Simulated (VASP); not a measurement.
Runs of VASP 6.6.1 on LiH. The structure is that of space group Fm-3m (No. 225), or close to it. The cells are those of the table. 

| level | cell | smearing | gap on the mesh (eV) |
| --- | --- | --- | --- |
| r2SCAN | a = 2.849 Å, angles 59.6°, 2 atoms | gaussian 0.01 eV | 3.59 |
| PBE | a = 2.871, b = 2.871, c = 2.833 Å, angles 60.4, 60.4, 59.1°, 2 atoms | fermi-dirac 0.02 eV | 2.70 |
| r2SCAN | a = 2.864 Å, angles 61.7°, 2 atoms | gaussian 0.01 eV | (a) |
| PBE | a = 2.864 Å, angles 61.7°, 2 atoms | fermi-dirac 0.02 eV | 3.02 |
| r2SCAN | a = 2.871, b = 2.871, c = 2.833 Å, angles 60.4, 60.4, 59.1°, 2 atoms | gaussian 0.01 eV | (b) |
| PBE | a = 2.849 Å, angles 59.6°, 2 atoms | fermi-dirac 0.02 eV | 2.98 |

Alike in all rows: task single point; potentials or basis VASP PAW PBE potentials, release 64 (Li_sv, H); no spin polarisation; k mesh 10 × 10 × 10; cutoff (eV) 520.

Q: Fill in the values left out.

A: (a) 3.62; (b) 3.29.

A k mesh can miss the band edges.
